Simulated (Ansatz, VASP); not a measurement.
## One calculation of Cd, two programs

The input INCAR:

```
SYSTEM = Cd
PREC     = Accurate       ! precision mode
ENCUT    = 520            ! plane-wave cutoff, eV
EDIFF    = 1E-6           ! SCF threshold, eV
ISMEAR   = -1             ! smearing method
SIGMA    = 0.1            ! smearing width, eV
LREAL    = .False.        ! projectors in reciprocal space
LASPH    = .True.         ! aspherical terms in the spheres
NELM     = 100            ! most SCF steps
ALGO     = Normal         ! electronic algorithm
ISIF     = 2              ! what is computed and relaxed
LWAVE    = .False.        ! write WAVECAR
LCHARG   = .False.        ! write CHGCAR
GGA      = PS             ! functional
NBANDS   = 19             ! bands
```

KPOINTS

```
regular mesh
0
Gamma
  20 20 9
  0 0 0
```

The input POSCAR:

```
Cd
1.0
    2.8471244438      0.0000000000      0.0000000000
   -1.4235622219      2.4656820961      0.0000000000
    0.0000000000      0.0000000000      5.5698252307
Cd
2
Direct
    0.3333333333      0.6666666667      0.2500000000
    0.6666666667      0.3333333333      0.7500000000
```

Input for Ansatz:

```yaml
crystal:
  lattice:
    - [2.8471244438, 0.0, 0.0]
    - [-1.4235622219, 2.4656820961, 0.0]
    - [0.0, 0.0, 5.5698252307]
  atoms:
    - { symbol: Cd, position: [0.3333333333, 0.6666666667, 0.25] }
    - { symbol: Cd, position: [0.6666666667, 0.3333333333, 0.75] }
hamiltonian:
  xc: pbesol
  pseudopotentials:
    kind: paw
    azcp:
      Cd: "pseudopotentials/Cd.paw.azcp"
basis:
  ecutwfc: 420
  fft_grid_basis: typed
kpoints:
  mp_grid: { grid: [20, 20, 9], shift: [0, 0, 0] }
magnetization:
  spin_polarized: false
scf:
  occupations: { method: fermi_dirac, width: 0.1 }
output:
  stress: true
```

Alike in both runs: task single point; functional PBEsol; k mesh 20 × 20 × 9; occupations fermi-dirac, width 0.1 eV; no spin polarisation.

|  | VASP | Ansatz |
| --- | --- | --- |
| version | VASP 6.6.1 | Ansatz 0.2.0 |
| potentials or method | VASP PAW PBE potentials, release 64 (Cd), cutoff 520 eV | plane waves (420 eV) with PAW, scalar-relativistic |
| valence electrons in the cell | 24 | 40 |

```tsv
	VASP	Ansatz	Ansatz less VASP
pressure (GPa)	7.2	6.6	-0.60
traceless stress, the component that is largest in VASP (GPa)	-3.16	-2.87	+0.286
```

VASP's potentials were made for PBE, not for PBEsol, and Ansatz warns of the same on its side. VASP's potentials hold 24 valence electrons a cell and Ansatz's 40, so a difference there can come from the potentials and not from the codes.
